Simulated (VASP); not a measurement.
Here is a VASP 6.6.1 calculation.

INCAR

```
  PREC = Accurate
  ENCUT = 520
  EDIFF = 1E-6
  ISMEAR = 0
  SIGMA = 0.1
  LREAL = False
  LASPH = True
  NELM = 100
  ALGO = Fast
  ISIF = 2
  LWAVE = False
  LCHARG = True
  GGA = PE
  LELF = True
  LVHAR = True
  NBANDS = 21
```

File KPOINTS:

```
regular mesh
0
Gamma
  18 18 8
```

Contents of POSCAR:

```
W
1.0
    2.9424359299      0.0000000000      0.0000000000
   -1.4712179650      2.5482242643      0.0000000000
    0.0000000000      0.0000000000      5.2412000464
W
2
Direct
    0.6666666700      0.3333333300      0.7500000000
    0.3333333300      0.6666666700      0.2500000000
```

Potentials or basis: VASP PAW PBE potentials, release 64 (W_sv).

The run is started by

```bash
$ cat potpaw_PBE.64/W_sv/POTCAR > POTCAR
$ mpirun -np 1 vasp_std > vasp.out
```

Q: What does it give for the pressure?

A: -33.7 GPa.

Q: Estimate the band gap on the k mesh.

A: Zero (bands 14 and 15 overlap by 1.30 eV).

Stress tensor (GPa, compression positive):
```
-36.17   0.00   0.00
  0.00 -36.17   0.00
  0.00   0.00 -28.85
```

Caveat: the cell differs from its parent crystal (Ta replaced by W, lengths x 0.972, strained); the cell stands under tension; spin-orbit coupling is left out, which moves the levels of the heavy elements.
